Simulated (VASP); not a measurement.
**Al3InAs4: single point with PBE**

Al3InAs4:

```
Al In As
1.0
     5.82547    0.00000    0.00000
     0.00000    5.82547    0.00000
     0.00000    0.00000    5.82547
Al In As
3 1 4
Cartesian
  2.9127 0.0000 0.0000
  0.0000 0.0000 2.9127
  0.0000 2.9127 0.0000
  2.9127 2.9127 2.9127
  4.4340 1.3915 4.4340
  4.4340 4.4340 1.3915
  1.3915 1.3915 1.3915
  1.3915 4.4340 4.4340
```

```
Program                : VASP 6.6.1
Task                   : single point
Functional             : PBE
Potentials or basis    : VASP PAW PBE potentials, release 64 (Al, In_d, As)
Cutoff                 : 520 eV
k mesh                 : 4 × 4 × 4
Occupations            : gaussian, width 0.1 eV
Spin                   : no spin polarisation
Dipole correction      : no
Further INCAR settings : ALGO = Normal; EDIFF = 1e-07; NBANDS = 31
```

The pressure is 0.4 GPa. The largest force is 0.046 eV/Å and the band gap on the k mesh is 1.20 eV, direct.

Forces in eV/Å, atoms in the order of the input:
```
Al   0.000  0.000  0.000
Al   0.000  0.000  0.000
Al   0.000  0.000  0.000
In   0.000  0.000  0.000
As  -0.027  0.027 -0.027
As  -0.027 -0.027  0.027
As   0.027  0.027  0.027
As   0.027 -0.027 -0.027
```

Levels at points of the mesh, in eV from the valence-band top:
```tsv
k point	band 17	band 18	band 19	band 20	band 21	band 22	band 23	band 24	band 25	band 26
(0.00, 0.00, 0.00)	-2.05	-2.05	0.00	0.00	0.00	1.20	1.63	1.63	1.63	1.66
(0.50, 0.00, 0.00)	-2.72	-1.45	-1.45	-1.06	-1.06	2.38	2.64	3.28	3.45	4.28
(0.50, 0.50, 0.00)	-2.65	-1.24	-0.87	-0.68	-0.68	2.97	2.97	3.09	3.58	5.27
(0.50, 0.50, 0.50)	-0.96	-0.96	-0.50	-0.50	-0.50	1.44	1.81	1.81	1.81	4.38
```

It took 120 s on 1 thread of Intel Xeon 6975P-C, on a shared host, peak memory 0.36 GiB.

Caveat: spin-orbit coupling is left out, which moves the levels of the heavy elements. A k mesh can miss the band edges.
